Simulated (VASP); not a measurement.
Crystal: SnTe.

```xyz
2
Lattice="3.9047 0.0000 0.0000 0.0000 3.9047 0.0000 0.0000 0.0000 3.9047" Properties=species:S:1:pos:R:3 pbc="T T T"
Te    1.9524    1.9524    1.9524
Sn    0.0000    0.0000    0.0000
```

- Program: VASP 6.6.1
- Task: relaxation of cell and atoms
- Functional: BLYP
- Potentials or basis: VASP PAW PBE potentials, release 64 (Te, Sn_d)
- Cutoff: 600 eV
- k mesh: 7 × 7 × 7
- Occupations: fermi-dirac, width 0.05 eV
- Spin: no spin polarisation

At the start: pressure 4.0 GPa; volume 29.77 Å³/atom.

Task: How do energy, volume and symmetry change on relaxing?

Result: Over 3 steps the energy falls by 41.8 meV/atom and the volume is 33.31 Å³/atom (+11.9 %); space group Pm-3m (No. 221, to 0.05 Å).

The path:
```csv
step,energy change (eV),largest force (eV/Å),pressure (GPa),volume (Å³)
1,0.0000,0.0000,3.98,59.53
2,-0.0833,0.0000,0.23,66.13
3,-0.0837,0.0000,-0.01,66.63
```

Final structure:
```
Te Sn
1.0
     4.05399    0.00000    0.00000
     0.00000    4.05399    0.00000
     0.00000    0.00000    4.05399
Te Sn
1 1
Cartesian
  2.0270 2.0270 2.0270
  0.0000 0.0000 0.0000
```

Caveat: the PAW data sets were made with another functional, which shifts forces and pressure a little.
